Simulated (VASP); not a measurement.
# PbO2 (Fm-3m) in VASP: further runs, part 2 of 2

VASP 6.6.1.

## Step 3: Relaxation of cell and atoms, r2SCAN, target pressure 20 GPa, at which the enthalpy is minimised

The input, POSCAR:

```
PbO2
1.0
    0.0000000000      2.6800000000      2.6800000000
    2.6800000000      0.0000000000      2.6800000000
    2.6800000000      2.6800000000      0.0000000000
Pb O
1 2
Direct
    0.0000000000      0.0000000000      0.0000000000
    0.2500000000      0.2500000000      0.2500000000
    0.7500000000      0.7500000000      0.7500000000
```

The input, INCAR.step1:

```
SYSTEM = PbO2
PREC     = Accurate       ! precision mode
ENCUT    = 660            ! plane-wave cutoff, eV
ISMEAR   = -1             ! smearing method
SIGMA    = 0.01           ! smearing width, eV
LREAL    = .False.        ! projectors in reciprocal space
LASPH    = .True.         ! aspherical terms in the spheres
NELM     = 120            ! most SCF steps
GGA      = PE             ! functional
ALGO     = Normal         ! electronic algorithm
EDIFF    = 1E-5           ! SCF threshold, eV
LWAVE    = .True.         ! write WAVECAR
LCHARG   = .False.        ! write CHGCAR
GGA_COMPAT= .False.      
IBRION   = 2              ! ionic algorithm
ISIF     = 3              ! what is computed and relaxed
EDIFFG   = -0.005         ! ionic threshold
NELMIN   = 4            
NSW      = 100            ! ionic steps
```

The input, INCAR.step2:

```
SYSTEM = PbO2
PREC     = Accurate       ! precision mode
ENCUT    = 660            ! plane-wave cutoff, eV
EDIFF    = 1E-7           ! SCF threshold, eV
ISMEAR   = -1             ! smearing method
SIGMA    = 0.01           ! smearing width, eV
LREAL    = .False.        ! projectors in reciprocal space
LASPH    = .True.         ! aspherical terms in the spheres
NELM     = 120            ! most SCF steps
ALGO     = Normal         ! electronic algorithm
ISIF     = 3              ! what is computed and relaxed
LWAVE    = .False.        ! write WAVECAR
LCHARG   = .False.        ! write CHGCAR
METAGGA  = R2SCAN         ! meta-GGA
LMIXTAU  = .True.       
IBRION   = 2              ! ionic algorithm
NSW      = 60             ! ionic steps
EDIFFG   = -0.01          ! ionic threshold
PSTRESS  = 200.0        
ISTART   = 1            
GGA_COMPAT= .False.      
NELMIN   = 4
```

The input, KPOINTS:

```
Automatic mesh
0
Gamma
  6 6 6
  0 0 0
```

Potentials or basis: VASP PAW PBE potentials, release 64 (Pb_d, O).

Run with:

```sh
$ cat potpaw_PBE.64/Pb_d/POTCAR potpaw_PBE.64/O/POTCAR > POTCAR
$ cp INCAR.step1 INCAR
$ mpirun -np 1 vasp_std > vasp.out
$ cp INCAR.step2 INCAR
$ mpirun -np 1 vasp_std > vasp.out
```

OUTCAR:

```text
SYSTEM = PbO2
   PREC = Accurate
   ENCUT = 660
   EDIFF = 1E-7
   ISMEAR = -1
   LREAL = .False.
   LASPH = .True.
   NELM = 120
   ISIF = 3
   METAGGA = R2SCAN
   IBRION = 2
   NSW = 60
   EDIFFG = -0.01
   PSTRESS = 200.0
   ISTART = 1
   NELMIN = 4

 ion  position               nearest neighbor table
   1  0.000  0.000  0.000-   2 2.32   3 2.32   3 2.32   3 2.32   3 2.32   2 2.32   2 2.32   2 2.32

   2  0.250  0.250  0.250-   1 2.32   1 2.32   1 2.32   1 2.32
   3  0.750  0.750  0.750-   1 2.32   1 2.32   1 2.32   1 2.32

  LATTYP: Found a face centered cubic cell.
 ALAT       =     5.3600000000

  Lattice vectors:

 A1 = (   0.0000000000,   2.6800000000,   2.6800000000)
 A2 = (   2.6800000000,   0.0000000000,   2.6800000000)
 A3 = (   2.6800000000,   2.6800000000,   0.0000000000)

Analysis of symmetry for initial positions (statically):
=====================================================================
 Subroutine PRICEL returns:
 Original cell was already a primitive cell.

 Routine SETGRP: Setting up the symmetry group for a
 face centered cubic supercell.

 Subroutine GETGRP returns: Found 48 space group operations
 (whereof 48 operations were pure point group operations)
 out of a pool of 48 trial point group operations.

The static configuration has the point symmetry O_h .

Analysis of symmetry for dynamics (positions and initial velocities):
=====================================================================
 Subroutine PRICEL returns:
 Original cell was already a primitive cell.

 Routine SETGRP: Setting up the symmetry group for a
 face centered cubic supercell.

 Subroutine GETGRP returns: Found 48 space group operations
 (whereof 48 operations were pure point group operations)
 out of a pool of 48 trial point group operations.

The dynamic configuration has the point symmetry O_h .

 Subroutine INISYM returns: Found 48 space group operations
 (whereof 48 operations are pure point group operations),
 and found     1 'primitive' translations

----------------------------------------------------------------------------------------

                                     Primitive cell

  volume of cell :      38.4977

  direct lattice vectors                    reciprocal lattice vectors
     0.000000000  2.680000000  2.680000000    -0.186567164  0.186567164  0.186567164
     2.680000000  0.000000000  2.680000000     0.186567164 -0.186567164  0.186567164
     2.680000000  2.680000000  0.000000000     0.186567164  0.186567164 -0.186567164

  length of vectors
     3.790092347  3.790092347  3.790092347     0.323143807  0.323143807  0.323143807

  position of ions in fractional coordinates (direct lattice)
     0.000000000  0.000000000  0.000000000
     0.250000000  0.250000000  0.250000000
     0.750000000  0.750000000  0.750000000

  ion indices of the primitive-cell ions
   primitive index   ion index
                 1           1
                 2           2
                 3           3

----------------------------------------------------------------------------------------

 KPOINTS: Automatic mesh

Automatic generation of k-mesh.
 Grid dimensions read from file:
 generate k-points for:    6    6    6

 Generating k-lattice:

  Cartesian coordinates                     Fractional coordinates (reciprocal lattice)
    -0.031094527  0.031094527  0.031094527     0.166666667  0.000000000  0.000000000
     0.031094527 -0.031094527  0.031094527     0.000000000  0.166666667  0.000000000
     0.031094527  0.031094527 -0.031094527     0.000000000  0.000000000  0.166666667

  Length of vectors
     0.053857301  0.053857301  0.053857301

  Shift w.r.t. Gamma in fractional coordinates (k-lattice)
     0.000000000  0.000000000  0.000000000

 Subroutine IBZKPT returns following result:
 ===========================================

 Found     16 irreducible k-points:

 Following reciprocal coordinates:
            Coordinates               Weight
  0.000000  0.000000  0.000000      1.000000
  0.166667  0.000000  0.000000      8.000000
  0.333333  0.000000  0.000000      8.000000
  0.500000  0.000000  0.000000      4.000000
  0.166667  0.166667  0.000000      6.000000
  0.333333  0.166667  0.000000     24.000000
[... 8 lines left out ...]
 -0.333333  0.333333  0.166667     24.000000
 -0.333333  0.500000  0.166667     12.000000
   k-points           NKPTS =     16   k-points in BZ     NKDIM =     16   number of bands    NBANDS=     17
   number of dos      NEDOS =    301   number of ions     NIONS =      3
   total plane-waves  NPLWV =  32768
   dimension x,y,z NGX =    32 NGY =   32 NGZ =   32
   dimension x,y,z NGXF=    64 NGYF=   64 NGZF=   64
   ions per type =               1   2
   NGX,Y,Z   is equivalent  to a cutoff of  14.04, 14.04, 14.04 a.u.
   NGXF,Y,Z  is equivalent  to a cutoff of  28.07, 28.07, 28.07 a.u.
 SYSTEM =  PbO2
   PREC   = accura    normal or accurate (medium, high low for compatibility)
   ISTART =      1    job   : 0-new  1-cont  2-samecut
   ICHARG =      0    charge: 1-file 2-atom 10-const
   ISPIN  =      1    spin polarized calculation?
   LNONCOLLINEAR =      F non collinear calculations
   LSORBIT =      F    spin-orbit coupling
   LASPH  =      T    aspherical Exc in radial PAW
   ENCUT  =  660.0 eV  48.51 Ry    6.96 a.u.   7.94  7.94  7.94*2*pi/ulx,y,z
   NELM   =    120;   NELMIN=  4; NELMDL=  0     # of ELM steps
   EDIFF  = 0.1E-06   stopping-criterion for ELM
   LREAL  =      F    real-space projection
   EDIFFG = -.1E-01   stopping-criterion for IOM
   NSW    =     60    number of steps for IOM
   IBRION =      2    ionic relax: 0-MD 1-quasi-New 2-CG
   NFREE  =      1    steps in history (QN), initial steepest desc. (CG)
   ISIF   =      3    stress and relaxation
   ISYM   =      2    0-nonsym 1-usesym 2-fastsym
   POTIM  = 0.5000    time-step for ionic-motion
   TEBEG  =    0.0;   TEEND  =   0.0 temperature during run
   PSTRESS=  200.0 pullay stress
   NELECT =      26.0000    total number of electrons
   NUPDOWN=      -1.0000    fix difference up-down
   EMIN   =  10.00;   EMAX   =-10.00  energy-range for DOS
   EFERMI =   0.00;   METHOD = LEGACY
   ISMEAR =    -1;   SIGMA  =   0.01  broadening in eV -4-tet -1-fermi 0-gaus
   EFERMI_NEDOS =   21; number of points for ismear=-14 and -15
   IALGO  =     38    algorithm
   IMIX   =      4    mixing-type and parameters
     AMIX     =   0.40;   BMIX     =  1.00
     AMIX_MAG =   1.60;   BMIX_MAG =  1.00
  volume/ion in A,a.u.               =      12.83        86.60
  Fermi-wavevector in a.u.,A,eV,Ry     =   1.436331  2.714272 28.069449  2.063046
  Thomas-Fermi vector in A             =   2.555531
   LORBIT       =      0    0 simple, 1 ext, 2 COOP (PROOUT), +10 PAW based schemes
   METAGGA = R2SCAN    functional components
   LHFCALC =     F    Hartree Fock is set to
   AEXX    =    0.0000 exact exchange contribution
   IVDW    =     0    specifies the selected vdW correction
   LEPSILON=     F    determine dielectric tensor
   LRPA    =     F    only Hartree local field effects (RPA)
 conjugate gradient relaxation of ions
 non-spin polarized calculation
  energy-cutoff  :      660.00
  volume of cell :       38.50
 maximum number of plane-waves:      1524
   NGX = 15   NGY = 15   NGZ = 15

--------------------------------------- Ionic step        1  -------------------------------------------

 number of electron      25.9999997 magnetization

 Free energy of the ion-electron system (eV)
  ---------------------------------------------------
  ext. energy  EPLUGINS =         0.00000000
  ---------------------------------------------------
  free energy    TOTEN  =       -70.78701903 eV

  energy without entropy =      -70.78670032  energy(sigma->0) =      -70.78685968

------------------------ aborting loop because EDIFF is reached ----------------------------------------

  FORCE on cell =-STRESS in cart. coord.  units (eV):
  Direction    XX          YY          ZZ          XY          YZ          ZX
  --------------------------------------------------------------------------------------
  -------------------------------------------------------------------------------------
  Total       -0.7035624     -0.7035624     -0.7035624      0.0000000      0.0000000     -0.0000000
  in kB      -29.2805233    -29.2805233    -29.2805233      0.0000000      0.0000000     -0.0000000
  external PRESSURE =    -229.2805233 kB  Pullay stress =     200.0000000 kB
[... 26 lines left out ...]
--------------------------------------- Ionic step        2  -------------------------------------------

 number of electron      26.0000004 magnetization

 E-fermi :  10.0845     XC(G=0): -13.7705

 val. band max:        9.8264790894   @ k =  -0.3333   0.5000   0.1667
 cond. band min:      10.2815110460   @ k =   0.0000   0.0000   0.0000
 fundamental gap:      0.4550319567
 Fermi energy:        10.0845014173

 k-point     1 :       0.0000    0.0000    0.0000
  band No.  band energies     occupation
      1     -12.6853      2.00000
      2      -7.6734      2.00000
      3      -7.1179      2.00000
      4      -7.1179      2.00000
      5      -7.1179      2.00000
      6      -6.2639      2.00000
[... 503 lines left out ...]
--------------------------------------- Ionic step        7  -------------------------------------------

 number of electron      25.9999997 magnetization

 Free energy of the ion-electron system (eV)
  ---------------------------------------------------
  ext. energy  EPLUGINS =         0.00000000
  ---------------------------------------------------
  free energy    TOTEN  =       -70.59792273 eV

  energy without entropy =      -70.59760403  energy(sigma->0) =      -70.59776338

 E-fermi :   7.2136     XC(G=0): -12.7345

 val. band max:        7.1896094033   @ k =  -0.3333   0.5000   0.1667
 cond. band min:       8.4529036337   @ k =   0.1667   0.0000   0.0000
 fundamental gap:      1.2632942303
 Fermi energy:         7.2135883565

 k-point     1 :       0.0000    0.0000    0.0000
  band No.  band energies     occupation
      1     -13.4965      2.00000
      2      -9.8243      2.00000
      3      -9.2212      2.00000
      4      -9.2212      2.00000
      5      -9.2212      2.00000
      6      -8.7686      2.00000
[... 343 lines left out ...]
  energy  without entropy=      -70.5976040255  energy(sigma->0) =      -70.59776338

  enthalpy is  TOTEN    =       -66.3128586020 eV   P V=        4.2850641302

 reached required accuracy - stopping structural energy minimisation
```

Run time: 2.7 min. Hardware: 1 thread of Intel Xeon 6975P-C (Granite Rapids), shared host; peak memory 0.2 GiB.

What came out:

```yaml
Free_energy: -70.5979 eV
Relaxed_volume: 11.44 Å³/atom
Relaxed_cell: a = 3.648 Å, b = 3.648 Å, c = 3.648 Å, α = 60.00°, β = 60.00°, γ = 60.00°
Space_group_after_relaxing_to_0.1_Å: Fm-3m (No. 225)
Energy_change_on_relaxing_the_run_minimises_the_enthalpy: +63.0 meV/atom
Ionic_steps: 7
Pressure_after_relaxing: 20.0 GPa
Band_gap_on_the_k_mesh: zero (bands 13 and 14 overlap by 1.25 eV)
```

Step by step:
| step | energy change (eV) | largest force (eV/Å) | pressure (GPa) | volume (Å³) |
| --- | --- | --- | --- | --- |
| 1 | 0.0000 | 0.0000 | -2.93 | 38.50 |
| 2 | 1.6831 | 0.0000 | 80.51 | 29.15 |
| 3 | 0.1674 | 0.0000 | 18.66 | 34.51 |
| 4 | 0.1847 | 0.0000 | 19.74 | 34.36 |
| 5 | 0.1947 | 0.0000 | 20.33 | 34.28 |
| 6 | 0.1816 | 0.0000 | 19.55 | 34.39 |
| 7 | 0.1891 | 0.0000 | 20.00 | 34.33 |

Final structure:
```
Pb O
1.0
     0.00000    2.57950    2.57950
     2.57950    0.00000    2.57950
     2.57950    2.57950    0.00000
Pb O
1 2
Direct
  0.00000 0.00000 0.00000
  0.25000 0.25000 0.25000
  0.75000 0.75000 0.75000
```

Levels at points of the mesh, in eV from the Fermi level:
| k point | band 11 | band 12 | band 13 | band 14 | band 15 | band 16 |
| --- | --- | --- | --- | --- | --- | --- |
| (0.00, 0.00, 0.00) | -1.57 | -1.57 | -1.57 | -1.28 | 8.05 | 8.05 |
| (0.50, 0.00, 0.00) | -3.43 | -1.68 | -1.68 | 3.88 | 8.14 | 11.45 |
| (0.50, 0.50, 0.00) | -0.43 | -0.19 | -0.19 | 2.67 | 7.89 | 10.15 |

Caveat: the cell is relaxed towards a set pressure, so the run minimises the enthalpy, not the energy; the PAW data sets were made with another functional, which shifts forces and pressure a little; spin-orbit coupling is left out, which moves the levels of the heavy elements.

The gap in the log of VASP goes by the Fermi energy; the results here count the filled bands.